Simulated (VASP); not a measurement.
A run of VASP 6.6.1:

File INCAR:

```
PREC = Accurate ; ENCUT = 520
EDIFF = 1E-6 ; ISMEAR = 0
SIGMA = 0.1 ; LREAL = F
LASPH = T ; NELM = 60
ALGO = Normal ; ISIF = 2
LWAVE = F ; LCHARG = F
LDIPOL = T ; IDIPOL = 3
DIPOL = 0.5 0.5 0.421 ; GGA = PE
IVDW = 12 ; NBANDS = 72
```

KPOINTS

```
Automatic mesh
0
Gamma
  3 4 1
```

The input POSCAR:

```
Hf
1.0
    6.3396999941      0.0000000000      0.0000000000
    0.0000000000      5.0196956475      0.0000000000
    0.0000000000      0.0000000000     26.5531981218
Hf
12
Direct
    0.5000000000      0.7500000000      0.3012819760
    0.0000000000      0.7500000000      0.3012819760
    0.7500000000      0.2500000000      0.3357432440
    0.2500000000      0.2500000000      0.3357432440
    0.7500000000      0.7500000000      0.4046657798
    0.2500000000      0.7500000000      0.4046657798
    0.0000236799      0.2532698232      0.4403011502
    0.4999853582      0.2503138906      0.4395970042
    0.0000348476      0.7531283070      0.5052398819
    0.4999557984      0.7505572729      0.5078079833
    0.2550136226      0.2503319668      0.5399900117
    0.7450181703      0.2501283579      0.5399795282
```

Potentials or basis: VASP PAW PBE potentials, release 64 (Hf_pv).

Launch:

```console
$ cat potpaw_PBE.64/Hf_pv/POTCAR > POTCAR
$ mpirun -np 1 vasp_std > vasp.out
```

Hardware: 1 thread of Intel Xeon 8259CL, on a shared host.

Question: Estimate the wall time of this run.

Answer: Run time: 52 min on 1 thread of Intel Xeon 8259CL (shared host), peak memory 0.92 GiB. Counts: scf iterations 48, k points 7.
